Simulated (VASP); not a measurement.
# BaO (Fm-3m) in VASP: single point with PBE+D3(BJ)

Aim: the single point of BaO with PBE+D3(BJ).

All numbers are computed with VASP 6.6.1; they aren't measurements. Logs are shortened: lines on timing, memory, paths and dates and some standing lists are left out, and cuts for length are marked.

### Step 1. The cell of the first run

It takes space group Fm-3m (No. 225, cubic). Conventional cell: a = 5.528 Å, b = 5.528 Å, c = 5.528 Å, α = 90.00°, β = 90.00°, γ = 90.00°. Ba (site symmetry m-3m) has 6 O at 2.76 Å within 3.6 Å. Within 3.6 Å of O (site symmetry m-3m) lie 6 Ba at 2.76 Å.

### Step 2. Single point, PBE+D3(BJ)

INCAR reads:

```
PREC = Accurate ; ENCUT = 1340
EDIFF = 1E-6 ; ISMEAR = 0
SIGMA = 0.01 ; LREAL = F
LASPH = T ; NELM = 120
ALGO = Normal ; ISIF = 2
LWAVE = F ; LCHARG = F
GGA = PE ; IVDW = 12
NBANDS = 15 ; GGA_COMPAT = F
```

KPOINTS reads:

```
Automatic mesh
0
Gamma
  8 8 8
```

POSCAR reads:

```
BaO
1.0
    3.9091853502      0.0000000000      0.0000000000
    1.9545926751      3.3854538214      0.0000000000
    1.9545926751      1.1284846071      3.1918364727
Ba O
1 1
Direct
    0.0000000000      0.0000000000      0.0000000000
    0.5000000000      0.5000000000      0.5000000000
```

Potentials or basis: VASP PAW PBE potentials, release 64 (Ba_sv, O_h).

On the command line:

```bash
$ cat potpaw_PBE.64/Ba_sv/POTCAR potpaw_PBE.64/O_h/POTCAR > POTCAR
$ mpirun -np 1 vasp_std > vasp.out
```

OUTCAR:

```text
PREC = Accurate
   ENCUT = 1340
   EDIFF = 1E-6
   ISMEAR = 0
   LREAL = F
   LASPH = T
   NELM = 120
   ISIF = 2
   GGA = PE
   IVDW = 12
 IVDW          = 12

 ion  position               nearest neighbor table
   1  0.000  0.000  0.000-   2 2.76   2 2.76   2 2.76   2 2.76   2 2.76   2 2.76
   2  0.500  0.500  0.500-   1 2.76   1 2.76   1 2.76   1 2.76   1 2.76   1 2.76

  LATTYP: Found a face centered cubic cell.
 ALAT       =     5.5284229401

  Lattice vectors:

 A1 = (   3.9091853502,   0.0000000000,   0.0000000000)
 A2 = (   1.9545926751,   3.3854538214,   0.0000000000)
 A3 = (   1.9545926751,   1.1284846071,   3.1918364727)

Analysis of symmetry for initial positions (statically):
=====================================================================
 Subroutine PRICEL returns:
 Original cell was already a primitive cell.

 Routine SETGRP: Setting up the symmetry group for a
 face centered cubic supercell.

 Subroutine GETGRP returns: Found 48 space group operations
 (whereof 48 operations were pure point group operations)
 out of a pool of 48 trial point group operations.

The static configuration has the point symmetry O_h .

Analysis of symmetry for dynamics (positions and initial velocities):
=====================================================================
 Subroutine PRICEL returns:
 Original cell was already a primitive cell.

 Routine SETGRP: Setting up the symmetry group for a
 face centered cubic supercell.

 Subroutine GETGRP returns: Found 48 space group operations
 (whereof 48 operations were pure point group operations)
 out of a pool of 48 trial point group operations.

The dynamic configuration has the point symmetry O_h .

 Subroutine INISYM returns: Found 48 space group operations
 (whereof 48 operations are pure point group operations),
 and found     1 'primitive' translations

----------------------------------------------------------------------------------------

                                     Primitive cell

  volume of cell :      42.2419

  direct lattice vectors                    reciprocal lattice vectors
     3.909185350  0.000000000  0.000000000     0.255807773 -0.147690687 -0.104433086
     1.954592675  3.385453821  0.000000000     0.000000000  0.295381374 -0.104433086
     1.954592675  1.128484607  3.191836473     0.000000000  0.000000000  0.313299258

  length of vectors
     3.909185350  3.909185350  3.909185350     0.313299258  0.313299258  0.313299258

  position of ions in fractional coordinates (direct lattice)
     0.000000000  0.000000000  0.000000000
     0.500000000  0.500000000  0.500000000

  ion indices of the primitive-cell ions
   primitive index   ion index
                 1           1
                 2           2

----------------------------------------------------------------------------------------

 KPOINTS: Automatic mesh

Automatic generation of k-mesh.
 Grid dimensions read from file:
 generate k-points for:    8    8    8

 Generating k-lattice:

  Cartesian coordinates                     Fractional coordinates (reciprocal lattice)
     0.031975972 -0.018461336 -0.013054136     0.125000000  0.000000000 -0.000000000
     0.000000000  0.036922672 -0.013054136     0.000000000  0.125000000  0.000000000
     0.000000000  0.000000000  0.039162407     0.000000000  0.000000000  0.125000000

  Length of vectors
     0.039162407  0.039162407  0.039162407

  Shift w.r.t. Gamma in fractional coordinates (k-lattice)
     0.000000000  0.000000000  0.000000000

 Subroutine IBZKPT returns following result:
 ===========================================

 Found     29 irreducible k-points:

 Following reciprocal coordinates:
            Coordinates               Weight
  0.000000  0.000000  0.000000      1.000000
  0.125000  0.000000  0.000000      8.000000
  0.250000  0.000000  0.000000      8.000000
  0.375000  0.000000  0.000000      8.000000
  0.500000  0.000000  0.000000      4.000000
  0.125000  0.125000  0.000000      6.000000
[... 16 lines left out ...]
  0.500000  0.250000  0.125000     48.000000
 -0.375000  0.250000  0.125000     24.000000
 [... further k-points ...]
   k-points           NKPTS =     29   k-points in BZ     NKDIM =     29   number of bands    NBANDS=     15
   number of dos      NEDOS =    301   number of ions     NIONS =      2
   total plane-waves  NPLWV = 110592
   dimension x,y,z NGX =    48 NGY =   48 NGZ =   48
   dimension x,y,z NGXF=    96 NGYF=   96 NGZF=   96
   ions per type =               1   1
   NGX,Y,Z   is equivalent  to a cutoff of  20.41, 20.41, 20.41 a.u.
   NGXF,Y,Z  is equivalent  to a cutoff of  40.83, 40.83, 40.83 a.u.
 SYSTEM =  unknown system
   PREC   = accura    normal or accurate (medium, high low for compatibility)
   ISTART =      0    job   : 0-new  1-cont  2-samecut
   ICHARG =      2    charge: 1-file 2-atom 10-const
   ISPIN  =      1    spin polarized calculation?
   LNONCOLLINEAR =      F non collinear calculations
   LSORBIT =      F    spin-orbit coupling
   LASPH  =      T    aspherical Exc in radial PAW
   ENCUT  = 1340.0 eV  98.49 Ry    9.92 a.u.  11.67 11.67 11.67*2*pi/ulx,y,z
   NELM   =    120;   NELMIN=  2; NELMDL= -5     # of ELM steps
   EDIFF  = 0.1E-05   stopping-criterion for ELM
   LREAL  =      F    real-space projection
   EDIFFG = 0.1E-04   stopping-criterion for IOM
   NSW    =      0    number of steps for IOM
   IBRION =     -1    ionic relax: 0-MD 1-quasi-New 2-CG
   NFREE  =      0    steps in history (QN), initial steepest desc. (CG)
   ISIF   =      2    stress and relaxation
   ISYM   =      2    0-nonsym 1-usesym 2-fastsym
   POTIM  = 0.5000    time-step for ionic-motion
   TEBEG  =    0.0;   TEEND  =   0.0 temperature during run
   PSTRESS=    0.0 pullay stress
   NELECT =      16.0000    total number of electrons
   NUPDOWN=      -1.0000    fix difference up-down
   EMIN   =  10.00;   EMAX   =-10.00  energy-range for DOS
   EFERMI =   0.00;   METHOD = LEGACY
   ISMEAR =     0;   SIGMA  =   0.01  broadening in eV -4-tet -1-fermi 0-gaus
   EFERMI_NEDOS =   21; number of points for ismear=-14 and -15
   IALGO  =     38    algorithm
   IMIX   =      4    mixing-type and parameters
     AMIX     =   0.40;   BMIX     =  1.00
     AMIX_MAG =   1.60;   BMIX_MAG =  1.00
  volume/ion in A,a.u.               =      21.12       142.53
  Fermi-wavevector in a.u.,A,eV,Ry     =   1.184496  2.238373 19.089389  1.403031
  Thomas-Fermi vector in A             =   2.320709
   LORBIT       =      0    0 simple, 1 ext, 2 COOP (PROOUT), +10 PAW based schemes
   GGA     = PE    functional components
   LHFCALC =     F    Hartree Fock is set to
   AEXX    =    0.0000 exact exchange contribution
   IVDW    =    12    specifies the selected vdW correction
   LEPSILON=     F    determine dielectric tensor
   LRPA    =     F    only Hartree local field effects (RPA)
 non-spin polarized calculation
 Gauss-broadening in eV      SIGMA  =   0.01
  energy-cutoff  :     1340.00
  volume of cell :       42.24
 maximum number of plane-waves:      4737
   NGX = 23   NGY = 23   NGZ = 23

 number of electron      15.9999999 magnetization

 Free energy of the ion-electron system (eV)
  ---------------------------------------------------
  ext. energy  EPLUGINS =         0.00000000
  ---------------------------------------------------
  free energy    TOTEN  =       -11.79499979 eV

  energy without entropy =      -11.79499979  energy(sigma->0) =      -11.79499979

 E-fermi :   2.1525     XC(G=0):  -9.6476

 val. band max:        2.0991563546   @ k =   0.5000   0.5000   0.0000
 cond. band min:       4.0556419935   @ k =   0.5000   0.5000   0.0000
 fundamental gap:      1.9564856388
 Fermi energy:         2.1524869988

 k-point     1 :       0.0000    0.0000    0.0000
  band No.  band energies     occupation
      1     -23.8131      2.00000
      2     -12.9334      2.00000
      3      -8.3163      2.00000
      4      -8.3163      2.00000
      5      -8.3163      2.00000
      6       1.7416      2.00000
      7       1.7416      2.00000
      8       1.7416      2.00000
      9       5.6726      0.00000
     10       6.7786      0.00000
     11       6.7786      0.00000
     12       6.7786      0.00000
     13       9.0591      0.00000
     14       9.0591      0.00000
     15      12.0786      0.00000

 k-point     2 :       0.1250    0.0000    0.0000
  band No.  band energies     occupation
      1     -23.7762      2.00000
      2     -13.0416      2.00000
      3      -8.3527      2.00000
      4      -8.3348      2.00000
      5      -8.3348      2.00000
      6       1.4051      2.00000
      7       1.5393      2.00000
      8       1.5393      2.00000
      9       6.3042      0.00000
     10       6.6691      0.00000
     11       7.0700      0.00000
     12       7.0700      0.00000
     13       9.4614      0.00000
     14       9.4614      0.00000
     15      13.0389      0.00000

 k-point     3 :       0.2500    0.0000    0.0000
  band No.  band energies     occupation
      1     -23.6847      2.00000
      2     -13.3035      2.00000
      3      -8.4338      2.00000
      4      -8.3784      2.00000
      5      -8.3784      2.00000
      6       0.7750      2.00000
      7       1.1087      2.00000
      8       1.1087      2.00000
      9       6.5611      0.00000
     10       7.8582      0.00000
     11       7.8582      0.00000
     12       7.9147      0.00000
     13      10.4582      0.00000
     14      10.4582      0.00000
     15      15.1140      0.00000
[... 343 lines left out ...]
 k-point    23 :       0.5000    0.2500    0.1250
  band No.  band energies     occupation
      1     -23.5438      2.00000
      2     -13.4580      2.00000
      3      -8.9302      2.00000
      4      -8.7970      2.00000
      5      -8.4365      2.00000
      6       0.6452      2.00000
      7       0.8998      2.00000
      8       1.5318      2.00000
      9       6.2284      0.00000
     10       8.1037      0.00000
     11       9.4830      0.00000
     12       9.6218      0.00000
     13      11.6395      0.00000
     14      13.1096      0.00000
     15      14.9362      0.00000

 k-point    24 :      -0.3750    0.2500    0.1250
  band No.  band energies     occupation
      1     -23.5122      2.00000
      2     -13.5072      2.00000
      3      -8.9485      2.00000
      4      -8.9481      2.00000
      5      -8.4276      2.00000
      6       0.5407      2.00000
      7       1.1561      2.00000
      8       1.2205      2.00000
      9       6.9525      0.00000
     10       7.5623      0.00000
     11       9.9764      0.00000
     12       9.9788      0.00000
     13      12.2022      0.00000
     14      13.9047      0.00000
     15      14.2816      0.00000

 [... further k-points ...]

------------------------ aborting loop because EDIFF is reached ----------------------------------------

 Edisp (eV)   -0.45598

 E8    (eV) :    -0.2357

  FORCE on cell =-STRESS in cart. coord.  units (eV):
  Direction    XX          YY          ZZ          XY          YZ          ZX
  --------------------------------------------------------------------------------------
  -------------------------------------------------------------------------------------
  Total       0.43960     0.43960     0.43960     0.00000    -0.00000     0.00000
  in kB      16.67349    16.67349    16.67349     0.00000    -0.00000     0.00000
  external pressure =       16.67 kB  Pullay stress =        0.00 kB

 VOLUME and BASIS-vectors are now :
 -----------------------------------------------------------------------------
  energy-cutoff  :     1340.00
  volume of cell :       42.24
      direct lattice vectors                 reciprocal lattice vectors
     3.909185350  0.000000000  0.000000000     0.255807773 -0.147690687 -0.104433086
     1.954592675  3.385453821  0.000000000     0.000000000  0.295381374 -0.104433086
     1.954592675  1.128484607  3.191836473     0.000000000  0.000000000  0.313299258

 POSITION                                       TOTAL-FORCE (eV/Angst)
 -----------------------------------------------------------------------------------
      0.00000      0.00000      0.00000        -0.000000     -0.000000      0.000000
      3.90919      2.25697      1.59592         0.000000      0.000000      0.000000
 -----------------------------------------------------------------------------------
    total drift:                               -0.000000     -0.000000     -0.000000

  FREE ENERGIE OF THE ION-ELECTRON SYSTEM (eV)
  ---------------------------------------------------
  free  energy   TOTEN  =       -12.2509838968 eV

  energy  without entropy=      -12.2509838968  energy(sigma->0) =      -12.25098390
```

It took 1.9 min on 1 thread of AMD EPYC 7R43 (Zen 3), shared host; peak memory 0.33 GiB.

Results:

```
Free energy                : -12.2510 eV
Pressure                   : 1.7 GPa
Band gap on the k mesh     : 1.96 eV
Dispersion energy per atom : -0.228 eV
```

Caveat: spin-orbit coupling is left out, which moves the levels of the heavy elements.
